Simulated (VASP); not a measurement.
# Hf3Te (P4/mmm) in VASP: relaxation of cell and atoms with PBE

Aim: the relaxation of cell and atoms of Hf3Te with PBE.

All numbers are computed with VASP 6.6.1; they aren't measurements. Logs are shortened: lines on timing, memory, paths and dates and some standing lists are left out, and cuts for length are marked.

## Step 1: The cell of the first run

It takes space group P4/mmm (No. 123, tetragonal). Conventional cell: a = 4.456 Å, b = 4.456 Å, c = 4.410 Å, α = 90.00°, β = 90.00°, γ = 90.00°. Within 4.1 Å of Hf (site symmetry mmm) lie 8 Hf at 3.13 to 3.15 Å and 4 Te at 3.13 Å. Within 4.1 Å of Hf (site symmetry 4/mmm) lie 8 Hf at 3.13 Å and 4 Te at 3.15 Å. Te (site symmetry 4/mmm) has 12 Hf at 3.13 to 3.15 Å within 4.1 Å.

## Step 2: Relaxation of cell and atoms, PBE

INCAR reads:

```
ALGO = Normal
EDIFF = 1E-6
EDIFFG = -0.01
ENCUT = 600
GGA = PE
IBRION = 2
ISIF = 3
ISMEAR = 0
LASPH = T
LCHARG = F
LREAL = F
LWAVE = F
NELM = 100
NSW = 100
PREC = Accurate
SIGMA = 0.1
```

KPOINTS reads:

```
k-points
0
Gamma
  10 10 10
```

POSCAR reads:

```
Hf3Te
1.0
    4.4558255232      0.0000000000      0.0000000000
    0.0000000000      4.4558255232      0.0000000000
    0.0000000000      0.0000000000      4.4100258559
Hf Te
3 1
Direct
    0.0000000000      0.5000000000      0.5000000000
    0.5000000000      0.0000000000      0.5000000000
    0.5000000000      0.5000000000      0.0000000000
    0.0000000000      0.0000000000      0.0000000000
```

Potentials or basis: VASP PAW PBE potentials, release 64 (Hf_pv, Te).

Started as:

```console
> cat potpaw_PBE.64/Hf_pv/POTCAR potpaw_PBE.64/Te/POTCAR > POTCAR
> mpirun -np 1 vasp_std > vasp.out
```

OUTCAR:

```text
EDIFF = 1E-6
   EDIFFG = -0.01
   ENCUT = 600
   GGA = PE
   IBRION = 2
   ISIF = 3
   ISMEAR = 0
   LASPH = T
   LREAL = F
   NELM = 100
   NSW = 100
   PREC = Accurate

 ion  position               nearest neighbor table
   1  0.000  0.500  0.500-   3 3.13   4 3.13   3 3.13   4 3.13   4 3.13   4 3.13   3 3.13   3 3.13
                             2 3.15   2 3.15   2 3.15   2 3.15
   2  0.500  0.000  0.500-   3 3.13   4 3.13   3 3.13   4 3.13   3 3.13   3 3.13   4 3.13   4 3.13
                             1 3.15   1 3.15   1 3.15   1 3.15
   3  0.500  0.500  0.000-   1 3.13   2 3.13   1 3.13   2 3.13   2 3.13   2 3.13   1 3.13   1 3.13
                             4 3.15   4 3.15   4 3.15   4 3.15
   4  0.000  0.000  0.000-   1 3.13   2 3.13   1 3.13   2 3.13   1 3.13   1 3.13   2 3.13   2 3.13
                             3 3.15   3 3.15   3 3.15   3 3.15

  LATTYP: Found a simple tetragonal cell.
 ALAT       =     4.4558255232
 C/A-ratio  =     0.9897213957

  Lattice vectors:

 A1 = (   4.4558255232,   0.0000000000,   0.0000000000)
 A2 = (   0.0000000000,   4.4558255232,   0.0000000000)
 A3 = (   0.0000000000,   0.0000000000,   4.4100258559)

Analysis of symmetry for initial positions (statically):
=====================================================================
 Subroutine PRICEL returns:
 Original cell was already a primitive cell.

 Routine SETGRP: Setting up the symmetry group for a
 simple tetragonal supercell.

 Subroutine GETGRP returns: Found 16 space group operations
 (whereof 16 operations were pure point group operations)
 out of a pool of 16 trial point group operations.

The static configuration has the point symmetry D_4h.

Analysis of symmetry for dynamics (positions and initial velocities):
=====================================================================
 Subroutine PRICEL returns:
 Original cell was already a primitive cell.

 Routine SETGRP: Setting up the symmetry group for a
 simple tetragonal supercell.

 Subroutine GETGRP returns: Found 16 space group operations
 (whereof 16 operations were pure point group operations)
 out of a pool of 16 trial point group operations.

The dynamic configuration has the point symmetry D_4h.

 Subroutine INISYM returns: Found 16 space group operations
 (whereof 16 operations are pure point group operations),
 and found     1 'primitive' translations

----------------------------------------------------------------------------------------

                                     Primitive cell

  volume of cell :      87.5583

  direct lattice vectors                    reciprocal lattice vectors
     4.455825523  0.000000000  0.000000000     0.224425305  0.000000000  0.000000000
     0.000000000  4.455825523  0.000000000     0.000000000  0.224425305  0.000000000
     0.000000000  0.000000000  4.410025856     0.000000000  0.000000000  0.226756040

  length of vectors
     4.455825523  4.455825523  4.410025856     0.224425305  0.224425305  0.226756040

  position of ions in fractional coordinates (direct lattice)
     0.000000000  0.500000000  0.500000000
     0.500000000  0.000000000  0.500000000
     0.500000000  0.500000000  0.000000000
     0.000000000  0.000000000  0.000000000

  ion indices of the primitive-cell ions
   primitive index   ion index
                 1           1
                 2           2
                 3           3
                 4           4

----------------------------------------------------------------------------------------

 KPOINTS: k-points

Automatic generation of k-mesh.
 Grid dimensions read from file:
 generate k-points for:   10   10   10

 Generating k-lattice:

  Cartesian coordinates                     Fractional coordinates (reciprocal lattice)
     0.022442530  0.000000000  0.000000000     0.100000000  0.000000000  0.000000000
     0.000000000  0.022442530  0.000000000     0.000000000  0.100000000  0.000000000
     0.000000000  0.000000000  0.022675604     0.000000000  0.000000000  0.100000000

  Length of vectors
     0.022442530  0.022442530  0.022675604

  Shift w.r.t. Gamma in fractional coordinates (k-lattice)
     0.000000000  0.000000000  0.000000000

 Subroutine IBZKPT returns following result:
 ===========================================

 Found    126 irreducible k-points:

 Following reciprocal coordinates:
            Coordinates               Weight
  0.000000  0.000000  0.000000      1.000000
  0.100000  0.000000  0.000000      4.000000
  0.200000  0.000000  0.000000      4.000000
  0.300000  0.000000  0.000000      4.000000
  0.400000  0.000000  0.000000      4.000000
  0.500000  0.000000  0.000000      2.000000
[... 16 lines left out ...]
  0.100000  0.000000  0.100000      8.000000
  0.200000  0.000000  0.100000      8.000000
 [... further k-points ...]
   k-points           NKPTS =    126   k-points in BZ     NKDIM =    126   number of bands    NBANDS=     22
   number of dos      NEDOS =    301   number of ions     NIONS =      4
   total plane-waves  NPLWV =  46656
   dimension x,y,z NGX =    36 NGY =   36 NGZ =   36
   dimension x,y,z NGXF=    72 NGYF=   72 NGZF=   72
   ions per type =               3   1
   NGX,Y,Z   is equivalent  to a cutoff of  13.43, 13.43, 13.57 a.u.
   NGXF,Y,Z  is equivalent  to a cutoff of  26.86, 26.86, 27.14 a.u.
 SYSTEM =  unknown system
   PREC   = accura    normal or accurate (medium, high low for compatibility)
   ISTART =      0    job   : 0-new  1-cont  2-samecut
   ICHARG =      2    charge: 1-file 2-atom 10-const
   ISPIN  =      1    spin polarized calculation?
   LNONCOLLINEAR =      F non collinear calculations
   LSORBIT =      F    spin-orbit coupling
   LASPH  =      T    aspherical Exc in radial PAW
   ENCUT  =  600.0 eV  44.10 Ry    6.64 a.u.   8.90  8.90  8.81*2*pi/ulx,y,z
   NELM   =    100;   NELMIN=  2; NELMDL= -5     # of ELM steps
   EDIFF  = 0.1E-05   stopping-criterion for ELM
   LREAL  =      F    real-space projection
   EDIFFG = -.1E-01   stopping-criterion for IOM
   NSW    =    100    number of steps for IOM
   IBRION =      2    ionic relax: 0-MD 1-quasi-New 2-CG
   NFREE  =      1    steps in history (QN), initial steepest desc. (CG)
   ISIF   =      3    stress and relaxation
   ISYM   =      2    0-nonsym 1-usesym 2-fastsym
   POTIM  = 0.5000    time-step for ionic-motion
   TEBEG  =    0.0;   TEEND  =   0.0 temperature during run
   PSTRESS=    0.0 pullay stress
   NELECT =      36.0000    total number of electrons
   NUPDOWN=      -1.0000    fix difference up-down
   EMIN   =  10.00;   EMAX   =-10.00  energy-range for DOS
   EFERMI =   0.00;   METHOD = LEGACY
   ISMEAR =     0;   SIGMA  =   0.10  broadening in eV -4-tet -1-fermi 0-gaus
   EFERMI_NEDOS =   21; number of points for ismear=-14 and -15
   IALGO  =     38    algorithm
   IMIX   =      4    mixing-type and parameters
     AMIX     =   0.40;   BMIX     =  1.00
     AMIX_MAG =   1.60;   BMIX_MAG =  1.00
  volume/ion in A,a.u.               =      21.89       147.72
  Fermi-wavevector in a.u.,A,eV,Ry     =   1.217334  2.300428 20.162509  1.481903
  Thomas-Fermi vector in A             =   2.352658
   LORBIT       =      0    0 simple, 1 ext, 2 COOP (PROOUT), +10 PAW based schemes
   GGA     = PE    functional components
   LHFCALC =     F    Hartree Fock is set to
   AEXX    =    0.0000 exact exchange contribution
   IVDW    =     0    specifies the selected vdW correction
   LEPSILON=     F    determine dielectric tensor
   LRPA    =     F    only Hartree local field effects (RPA)
 conjugate gradient relaxation of ions
 non-spin polarized calculation
 Gauss-broadening in eV      SIGMA  =   0.10
  energy-cutoff  :      600.00
  volume of cell :       87.56
 maximum number of plane-waves:      2952
 NGX is ok and might be reduce to    36
   NGX = 17   NGY = 17   NGZ = 17

--------------------------------------- Ionic step        1  -------------------------------------------

 number of electron      35.9999995 magnetization

 Free energy of the ion-electron system (eV)
  ---------------------------------------------------
  ext. energy  EPLUGINS =         0.00000000
  ---------------------------------------------------
  free energy    TOTEN  =       -33.46719135 eV

  energy without entropy =      -33.45158733  energy(sigma->0) =      -33.45938934

------------------------ aborting loop because EDIFF is reached ----------------------------------------

  FORCE on cell =-STRESS in cart. coord.  units (eV):
  Direction    XX          YY          ZZ          XY          YZ          ZX
  --------------------------------------------------------------------------------------
  -------------------------------------------------------------------------------------
  Total       -0.6695476     -0.6695476     -0.6284696      0.0000000     -0.0000000      0.0000000
  in kB      -12.2516499    -12.2516499    -11.4999873      0.0000000     -0.0000000      0.0000000
  external PRESSURE =     -12.0010957 kB  Pullay stress =       0.0000000 kB

 VOLUME and BASIS-vectors are now :
 -----------------------------------------------------------------------------
  energy-cutoff  :      600.00
  volume of cell :       87.56
      direct lattice vectors                 reciprocal lattice vectors
     4.455825523  0.000000000  0.000000000     0.224425305  0.000000000  0.000000000
     0.000000000  4.455825523  0.000000000     0.000000000  0.224425305  0.000000000
     0.000000000  0.000000000  4.410025856     0.000000000  0.000000000  0.226756040
[... 39 lines left out ...]
 POSITION                                       TOTAL-FORCE (eV/Angst)
 -----------------------------------------------------------------------------------
      0.00000      2.20992      2.18830         0.000000     -0.000000      0.000000
      2.20992     -0.00000      2.18830         0.000000      0.000000      0.000000
      2.20992      2.20992     -0.00000         0.000000      0.000000      0.000000
      0.00000      0.00000      0.00000         0.000000      0.000000      0.000000
 -----------------------------------------------------------------------------------
    total drift:                                0.000000      0.000000      0.000000

  FREE ENERGIE OF THE ION-ELECTRON SYSTEM (eV)
  ---------------------------------------------------
  free  energy   TOTEN  =       -33.4669615620 eV

  energy  without entropy=      -33.4514885261  energy(sigma->0) =      -33.45922504

--------------------------------------- Ionic step        3  -------------------------------------------

 number of electron      36.0000000 magnetization

 Free energy of the ion-electron system (eV)
  ---------------------------------------------------
  ext. energy  EPLUGINS =         0.00000000
  ---------------------------------------------------
  free energy    TOTEN  =       -33.47108190 eV

  energy without entropy =      -33.45562824  energy(sigma->0) =      -33.46335507

 E-fermi :   7.1461     XC(G=0): -11.4057

 val. band max:        7.1308248984   @ k =   0.5000   0.1000   0.3000
 cond. band min:       7.1557769350   @ k =   0.4000   0.2000   0.2000
 fundamental gap:      0.0249520366
 Fermi energy:         7.1461359138

 k-point     1 :       0.0000    0.0000    0.0000
  band No.  band energies     occupation
      1     -23.7789      2.00000
      2     -23.7774      2.00000
      3     -23.7774      2.00000
      4     -23.5048      2.00000
      5     -23.4938      2.00000
      6     -23.4938      2.00000
[... 14 lines left out ...]
     21       9.2869      0.00000
     22       9.2869      0.00000
[... 552 lines left out ...]
  band No.  band energies     occupation
      1     -23.7641      2.00000
      2     -23.7378      2.00000
      3     -23.7098      2.00000
      4     -23.5356      2.00000
      5     -23.5091      2.00000
      6     -23.4777      2.00000
[... 14 lines left out ...]
     21       8.8729      0.00000
     22       9.7004      0.00000

 [... further k-points ...]

------------------------ aborting loop because EDIFF is reached ----------------------------------------

  FORCE on cell =-STRESS in cart. coord.  units (eV):
  Direction    XX          YY          ZZ          XY          YZ          ZX
  --------------------------------------------------------------------------------------
  -------------------------------------------------------------------------------------
  Total       -0.0061437     -0.0061437      0.0320921      0.0000000     -0.0000000      0.0000000
  in kB       -0.1137512     -0.1137512      0.5941879      0.0000000     -0.0000000      0.0000000
  external PRESSURE =       0.1222285 kB  Pullay stress =       0.0000000 kB

 VOLUME and BASIS-vectors are now :
 -----------------------------------------------------------------------------
  energy-cutoff  :      600.00
  volume of cell :       86.53
      direct lattice vectors                 reciprocal lattice vectors
     4.438010010  0.000000000  0.000000000     0.225326216  0.000000000  0.000000000
     0.000000000  4.438010010 -0.000000000     0.000000000  0.225326216  0.000000000
     0.000000000 -0.000000000  4.393475243     0.000000000  0.000000000  0.227610250

 POSITION                                       TOTAL-FORCE (eV/Angst)
 -----------------------------------------------------------------------------------
      0.00000      2.21901      2.19674         0.000000     -0.000000      0.000000
      2.21901     -0.00000      2.19674         0.000000      0.000000      0.000000
      2.21901      2.21901     -0.00000         0.000000      0.000000      0.000000
      0.00000      0.00000      0.00000         0.000000      0.000000      0.000000
 -----------------------------------------------------------------------------------
    total drift:                                0.000000      0.000000      0.000000

  FREE ENERGIE OF THE ION-ELECTRON SYSTEM (eV)
  ---------------------------------------------------
  free  energy   TOTEN  =       -33.4710819001 eV

  energy  without entropy=      -33.4556282375  energy(sigma->0) =      -33.46335507

 reached required accuracy - stopping structural energy minimisation
```

It took 7.5 min on 1 thread of Intel Xeon Platinum 8259CL at 2.50GHz (Skylake/Cascade Lake), shared host; peak memory 0.42 GiB.

Results:

* Free energy: -33.4711 eV
* Relaxed volume: 21.63 Å³/atom
* Relaxed cell: a = 4.438 Å, b = 4.438 Å, c = 4.393 Å, α = 90.00°, β = 90.00°, γ = 90.00°
* Space group after relaxing (to 0.05 Å): Pm-3m (No. 221)
* Energy gained by relaxing: 1.0 meV/atom
* Ionic steps: 3
* Pressure after relaxing: 0.0 GPa
* Band gap on the k mesh: zero (band 18 reaches 7.87 eV, above the bottom of band 19 at 5.31 eV)

The path:
```
step  energy change (eV)  largest force (eV/Å)  pressure (GPa)  volume (Å³)
   1              0.0000                0.0000           -1.20        87.56
   2              0.0002                0.0000            1.29        85.50
   3             -0.0039                0.0000            0.01        86.53
```

Final structure:
```cif
data_structure
_symmetry_space_group_name_H-M 'P 1'
_symmetry_Int_Tables_number 1
_cell_length_a 4.4380
_cell_length_b 4.4380
_cell_length_c 4.3935
_cell_angle_alpha 90.000
_cell_angle_beta 90.000
_cell_angle_gamma 90.000
_cell_volume 86.53
loop_
_atom_site_label
_atom_site_type_symbol
_atom_site_fract_x
_atom_site_fract_y
_atom_site_fract_z
_atom_site_occupancy
Hf1 Hf 0.00000 0.50000 0.50000 1
Hf2 Hf 0.50000 0.00000 0.50000 1
Hf3 Hf 0.50000 0.50000 0.00000 1
Te1 Te 0.00000 0.00000 0.00000 1
```

Levels at points of the mesh, in eV from the Fermi level:
```csv
k point,band 16,band 17,band 18,band 19,band 20,band 21
"(0.00, 0.00, 0.00)",-3.02,-1.87,-1.83,-1.83,0.20,2.14
"(0.50, 0.00, 0.00)",-1.09,-0.43,0.24,0.32,0.37,0.60
"(0.50, 0.50, 0.00)",-0.89,-0.59,0.47,0.47,0.80,1.67
"(0.00, 0.00, 0.50)",-1.08,-0.46,0.27,0.27,0.51,0.61
"(0.50, 0.00, 0.50)",-0.89,-0.65,0.40,0.40,0.82,1.66
"(0.50, 0.50, 0.50)",-3.44,0.69,0.70,0.77,0.77,1.61
```

Caveat: spin-orbit coupling is left out, which moves the levels of the heavy elements.
